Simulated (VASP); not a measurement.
# GaP (F-43m) in VASP: further runs, part 2 of 2

VASP 6.6.1. The steps go on from the part before.

## (4) Single point, PBE

This run uses another cell than the first one, of 20.85 Å³/atom.

Input file INCAR:

```
SYSTEM = GaP
PREC = Accurate ; ENCUT = 500
EDIFF = 1E-6 ; ISMEAR = 0
SIGMA = 0.01 ; LREAL = .False.
LASPH = .True. ; NELM = 120
ALGO = Normal ; ISIF = 2
LWAVE = .False. ; LCHARG = .False.
GGA = PE ; NBANDS = 16
GGA_COMPAT = .False.
```

Input file KPOINTS:

```
regular mesh
0
Gamma
  7 7 7
  0 0 0
```

Input file POSCAR:

```
GaP
1.0
    0.0000000000      2.7525521128      2.7525521128
    2.7525521128      0.0000000000      2.7525521128
    2.7525521128      2.7525521128      0.0000000000
Ga P
1 1
Direct
    0.0000000000      0.0000000000      0.0000000000
    0.2500000000      0.2500000000      0.2500000000
```

Potentials or basis: VASP PAW PBE potentials, release 64 (Ga_d, P).

Launch:

```bash
cat potpaw_PBE.64/Ga_d/POTCAR potpaw_PBE.64/P/POTCAR > POTCAR
mpirun -np 1 vasp_std > vasp.out
```

OUTCAR:

```text
SYSTEM = GaP
   PREC = Accurate
   ENCUT = 500
   EDIFF = 1E-6
   ISMEAR = 0
   LREAL = .False.
   LASPH = .True.
   NELM = 120
   ISIF = 2
   GGA = PE

 ion  position               nearest neighbor table
   1  0.000  0.000  0.000-   2 2.38   2 2.38   2 2.38   2 2.38
   2  0.250  0.250  0.250-   1 2.38   1 2.38   1 2.38   1 2.38

  LATTYP: Found a face centered cubic cell.
 ALAT       =     5.5051042256

  Lattice vectors:

 A1 = (   0.0000000000,   2.7525521128,   2.7525521128)
 A2 = (   2.7525521128,   0.0000000000,   2.7525521128)
 A3 = (   2.7525521128,   2.7525521128,   0.0000000000)

Analysis of symmetry for initial positions (statically):
=====================================================================
 Subroutine PRICEL returns:
 Original cell was already a primitive cell.

 Routine SETGRP: Setting up the symmetry group for a
 face centered cubic supercell.

 Subroutine GETGRP returns: Found 24 space group operations
 (whereof 24 operations were pure point group operations)
 out of a pool of 48 trial point group operations.

The static configuration has the point symmetry T_d .

[... 152 lines left out ...]

  energy without entropy =       -9.12180041  energy(sigma->0) =       -9.12180041

 E-fermi :   4.4398     XC(G=0):  -9.6965

 val. band max:        4.3537878654   @ k =   0.0000   0.0000   0.0000
 cond. band min:       5.9331757103   @ k =   0.0000   0.0000   0.0000
 fundamental gap:      1.5793878449
 Fermi energy:         4.4398305693

 k-point     1 :       0.0000    0.0000    0.0000
  band No.  band energies     occupation
      1     -10.1522      2.00000
      2     -10.1522      2.00000
      3     -10.1522      2.00000
      4     -10.0614      2.00000
      5     -10.0614      2.00000
      6      -7.9174      2.00000
[... 357 lines left out ...]
      3     -10.1001      2.00000
      4     -10.0745      2.00000
      5     -10.0533      2.00000
      6      -5.1090      2.00000
[... 8 lines left out ...]
     15      15.7133      0.00000
     16      18.1451      0.00000

------------------------ aborting loop because EDIFF is reached ----------------------------------------

  FORCE on cell =-STRESS in cart. coord.  units (eV):
  Direction    XX          YY          ZZ          XY          YZ          ZX
  --------------------------------------------------------------------------------------
  -------------------------------------------------------------------------------------
  Total       -0.0096525     -0.0096525     -0.0096525      0.0000000      0.0000000     -0.0000000
  in kB       -0.3707787     -0.3707787     -0.3707787      0.0000000      0.0000000     -0.0000000
  external PRESSURE =      -0.3707787 kB  Pullay stress =       0.0000000 kB

 VOLUME and BASIS-vectors are now :
 -----------------------------------------------------------------------------
  energy-cutoff  :      500.00
  volume of cell :       41.71
      direct lattice vectors                 reciprocal lattice vectors
     0.000000000  2.752552113  2.752552113    -0.181649604  0.181649604  0.181649604
     2.752552113  0.000000000  2.752552113     0.181649604 -0.181649604  0.181649604
     2.752552113  2.752552113  0.000000000     0.181649604  0.181649604 -0.181649604

 POSITION                                       TOTAL-FORCE (eV/Angst)
 -----------------------------------------------------------------------------------
      0.00000      0.00000      0.00000        -0.000000     -0.000000     -0.000000
      1.37628      1.37628      1.37628         0.000000      0.000000      0.000000
 -----------------------------------------------------------------------------------
    total drift:                                0.000001      0.000001      0.000001

  FREE ENERGIE OF THE ION-ELECTRON SYSTEM (eV)
  ---------------------------------------------------
  free  energy   TOTEN  =        -9.1218004123 eV

  energy  without entropy=       -9.1218004123  energy(sigma->0) =       -9.12180041
```

OSZICAR:

```text
N       E                     dE             d eps       ncg     rms          rms(c)
DAV:   1     0.815406404574E+02    0.81541E+02   -0.88912E+03   656   0.154E+03
DAV:   2    -0.311614988884E+01   -0.84657E+02   -0.80861E+02   736   0.314E+02
DAV:   3    -0.927661153728E+01   -0.61605E+01   -0.61422E+01   760   0.648E+01
DAV:   4    -0.938185397882E+01   -0.10524E+00   -0.10522E+00   792   0.941E+00
DAV:   5    -0.938389267676E+01   -0.20387E-02   -0.20387E-02   784   0.115E+00    0.411E+00
DAV:   6    -0.914577012356E+01    0.23812E+00   -0.37688E-01  1000   0.101E+01    0.270E+00
DAV:   7    -0.912087103556E+01    0.24899E-01   -0.91609E-02   800   0.198E+00    0.109E+00
DAV:   8    -0.912123721904E+01   -0.36618E-03   -0.13092E-02   744   0.138E+00    0.177E-01
DAV:   9    -0.912164828648E+01   -0.41107E-03   -0.13214E-03   792   0.509E-01    0.822E-02
DAV:  10    -0.912172549510E+01   -0.77209E-04   -0.11335E-04   944   0.110E-01    0.410E-02
DAV:  11    -0.912180084688E+01   -0.75352E-04   -0.10351E-04   744   0.841E-02    0.519E-03
DAV:  12    -0.912180041229E+01    0.43459E-06   -0.29706E-06   768   0.219E-02
   1 F= -.91218004E+01 E0= -.91218004E+01  d E =-.347322E-36
```

stdout:

```text
POSCAR found type information on POSCAR GaP
 POSCAR found :  2 types and       2 ions
 scaLAPACK will be used
 LDA part: xc-table for (Slater+PW92), standard interpolation
 POSCAR, INCAR and KPOINTS ok, starting setup
 FFT: planning ... GRIDC
 FFT: planning ... GRID_SOFT
 FFT: planning ... GRID
 WAVECAR not read
 entering main loop
```

Run time: 33 s. Hardware: 1 thread of Intel Xeon 8259CL, shared host; peak memory 0.13 GiB.

What came out:

- Free energy: -9.1218 eV
- Pressure: 0.0 GPa
- Band gap on the k mesh: 1.58 eV

Levels at points of the mesh, in eV from the valence-band top:
| k point | band 5 | band 6 | band 7 | band 8 | band 9 | band 10 | band 11 | band 12 | band 13 | band 14 |
| --- | --- | --- | --- | --- | --- | --- | --- | --- | --- | --- |
| (0.00, 0.00, 0.00) | -14.42 | -12.27 | 0.00 | 0.00 | 0.00 | 1.58 | 3.89 | 3.89 | 3.89 | 8.68 |

Caveat: an odd mesh through Γ misses points on the zone boundary, where band edges can lie.

## (5) Relaxation of cell and atoms, PBE

This run uses another cell than the first one, of 20.24 Å³/atom.

Input file INCAR:

```
SYSTEM = GaP
PREC = Accurate
ENCUT = 500
EDIFF = 1E-7
ISMEAR = 0
SIGMA = 0.01
LREAL = .FALSE.
LASPH = .TRUE.
NELM = 120
ALGO = Normal
ISIF = 3
LWAVE = .FALSE.
LCHARG = .FALSE.
GGA = PE
IBRION = 2
NSW = 80
EDIFFG = -0.01
GGA_COMPAT = .FALSE.
NELMIN = 4
```

Input file KPOINTS:

```
regular mesh
0
G
  7 7 7
  0 0 0
```

Input file POSCAR:

```
GaP
1.0
    0.0000000000      2.7252500000      2.7252500000
    2.7252500000      0.0000000000      2.7252500000
    2.7252500000      2.7252500000      0.0000000000
Ga P
1 1
Direct
    0.0000000000      0.0000000000      0.0000000000
    0.2500000000      0.2500000000      0.2500000000
```

Launch:

```bash
cat potpaw_PBE.64/Ga_d/POTCAR potpaw_PBE.64/P/POTCAR > POTCAR
mpirun -np 1 vasp_std > vasp.out
```

It took 74 s on 1 thread of Intel Xeon 8259CL, shared host; peak memory 0.13 GiB.

Results (log left out):

- Free energy: -9.1216 eV
- Relaxed volume: 20.86 Å³/atom
- Relaxed cell: a = 3.893 Å, b = 3.893 Å, c = 3.893 Å, α = 60.00°, β = 60.00°, γ = 60.00°
- Space group after relaxing (to 0.1 Å): F-43m (No. 216)
- Energy gained by relaxing: 4.6 meV/atom
- Ionic steps: 3
- Pressure after relaxing: 0.0 GPa
- Band gap on the k mesh: 1.58 eV

Step by step:
```csv
step,energy change (eV),largest force (eV/Å),pressure (GPa),volume (Å³)
1,0.0000,0.0000,2.48,40.48
2,-0.0070,0.0000,-1.09,42.34
3,-0.0092,0.0000,0.00,41.71
```

Final structure:
```
Ga P
1.0
     0.00000    2.75260    2.75260
     2.75260    0.00000    2.75260
     2.75260    2.75260    0.00000
Ga P
1 1
Direct
  0.00000 0.00000 0.00000
  0.25000 0.25000 0.25000
```

Levels at points of the mesh, in eV from the valence-band top:
| k point | band 7 | band 8 | band 9 | band 10 | band 11 | band 12 |
| --- | --- | --- | --- | --- | --- | --- |
| (0.00, 0.00, 0.00) | 0.00 | 0.00 | 0.00 | 1.58 | 3.89 | 3.89 |

Caveat: an odd mesh through Γ misses points on the zone boundary, where band edges can lie.

## (6) Relaxation of cell and atoms, PBE, target pressure 2 GPa, at which the enthalpy is minimised

This run uses another cell than the first one, of 20.24 Å³/atom.

Input file INCAR:

```
  PREC = Accurate
  ENCUT = 500
  EDIFF = 1E-7
  ISMEAR = 0
  SIGMA = 0.01
  LREAL = F
  LASPH = T
  NELM = 120
  ALGO = Normal
  ISIF = 3
  LWAVE = F
  LCHARG = F
  GGA = PE
  IBRION = 2
  NSW = 80
  EDIFFG = -0.01
  PSTRESS = 20.0
  GGA_COMPAT = F
  NELMIN = 4
```

Input file KPOINTS:

```
Automatic mesh
0
Gamma
  7 7 7
```

POSCAR is that of step 5.

Potentials or basis: VASP PAW PBE potentials, release 64 (Ga_d, P).

Launch:

```bash
cat potpaw_PBE.64/Ga_d/POTCAR potpaw_PBE.64/P/POTCAR > POTCAR
mpirun -np 1 vasp_std > vasp.out
```

Run time: 61 s. Hardware: 1 thread of Intel Xeon 8259CL, shared host; peak memory 0.13 GiB.

The run converged. Its results:

* Free energy: -9.1154 eV
* Relaxed volume: 20.35 Å³/atom
* Relaxed cell: a = 3.861 Å, b = 3.861 Å, c = 3.861 Å, α = 60.00°, β = 60.00°, γ = 60.00°
* Space group after relaxing (to 0.1 Å): F-43m (No. 216)
* Energy change on relaxing (the run minimises the enthalpy): -1.5 meV/atom
* Ionic steps: 3
* Pressure after relaxing: 2.0 GPa
* Band gap on the k mesh: 1.60 eV (least direct gap 1.78 eV)

Step by step:
```
step  energy change (eV)  largest force (eV/Å)  pressure (GPa)  volume (Å³)
   1              0.0000                0.0000            2.48        40.48
   2             -0.0046                0.0000            1.71        40.83
   3             -0.0030                0.0000            2.03        40.70
```

Final structure:
```
Ga P
1.0
     0.00000    2.73014    2.73014
     2.73014    0.00000    2.73014
     2.73014    2.73014    0.00000
Ga P
1 1
Direct
  0.00000 0.00000 0.00000
  0.25000 0.25000 0.25000
```

Levels at points of the mesh, in eV from the valence-band top:
```tsv
k point	band 6	band 7	band 8	band 9	band 10	band 11	band 12	band 13
(0.00, 0.00, 0.00)	-12.45	0.00	0.00	0.00	1.78	3.89	3.89	3.89
```

Caveat: the cell is relaxed towards a set pressure, so the run minimises the enthalpy, not the energy; an odd mesh through Γ misses points on the zone boundary, where band edges can lie.

## (7) The runs side by side

| task | cell | gap on the mesh (eV) | pressure (GPa) |
| --- | --- | --- | --- |
| single point | a = 3.833 Å, angles 60.0°, 2 atoms | 1.56 | 3.9 |
| single point | a = 3.807 Å, angles 60.0°, 2 atoms | 1.52 | 5.9 |
| single point | a = 3.893 Å, angles 60.0°, 2 atoms | 1.58 | 0.0 |
| relaxation of cell and atoms | relaxed from a = 3.854 Å, angles 60.0°, 2 atoms | 1.58 | 0.0 |
| relaxation of cell and atoms | relaxed to 2 GPa from a = 3.854 Å, angles 60.0°, 2 atoms | 1.60 | 2.0 |

Alike in all rows: level PBE; potentials or basis VASP PAW PBE potentials, release 64 (Ga_d, P); no spin polarisation; k mesh 7 × 7 × 7; cutoff (eV) 500; smearing gaussian 0.01 eV.

Caveats: an odd mesh through Γ misses points on the zone boundary, where band edges can lie; the cell stands under pressure (at least some runs); the cell is relaxed towards a set pressure, so the run minimises the enthalpy, not the energy (at least some runs).

Absolute energies hang on the potentials; compare differences alone.

## (8) How close it comes

Step 4. A measured gap of GaP is 2.34 eV (indirect; 10 K; quoted in “Stacking defects in GaP nanowires: Electronic structure and optical properties”, 2018, arxiv:1810.01194); the calculated 1.58 eV misses it by -0.76 eV. Spin-orbit coupling on Ga is left out. The value is that of PBE on a finite k mesh, which can miss the band edges, without temperature or zero-point motion. Semilocal functionals fall short of measured gaps as a rule.
